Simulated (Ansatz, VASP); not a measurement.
**HgTe: VASP beside Ansatz**

```xyz
2
Lattice="0.0000 3.2864 3.2864 3.2864 0.0000 3.2864 3.2864 3.2864 0.0000" Properties=species:S:1:pos:R:3 pbc="T T T"
Hg    0.0000    0.0000    0.0000
Te    1.6432    1.6432    1.6432
```

Alike in both runs: functional r2SCAN; k mesh 12 × 12 × 12; occupations gaussian, width 0.1 eV; no spin polarisation.

Ansatz relaxed the structure, and its values are those at the end. VASP's run is a single point on that final structure, the one shown.

|  | VASP | Ansatz |
| --- | --- | --- |
| version | VASP 6.6.1 | Ansatz 0.2.0 |
| potentials or method | VASP PAW PBE potentials, release 64 (Hg, Te), cutoff 520 eV | scalar-relativistic, plane waves, PAW |
| valence electrons in the cell | 18 | 36 |

VASP gave:

| Item | Value |
| --- | --- |
| gap on the k mesh at the Fermi level (eV) | none |
| pressure (GPa) | 0.1 |

**Question.** Which values does Ansatz return?

**Answer.** gap on the k mesh at the Fermi level (eV): none; pressure (GPa): 0.0.

VASP's potentials were made for PBE, not for r2SCAN. A gap of «none» marks a metal or a gap that the smearing closes. VASP's potentials hold 18 valence electrons a cell and Ansatz's 36, so a difference there can come from the potentials and not from the codes.

Neither program's run includes spin-orbit coupling.
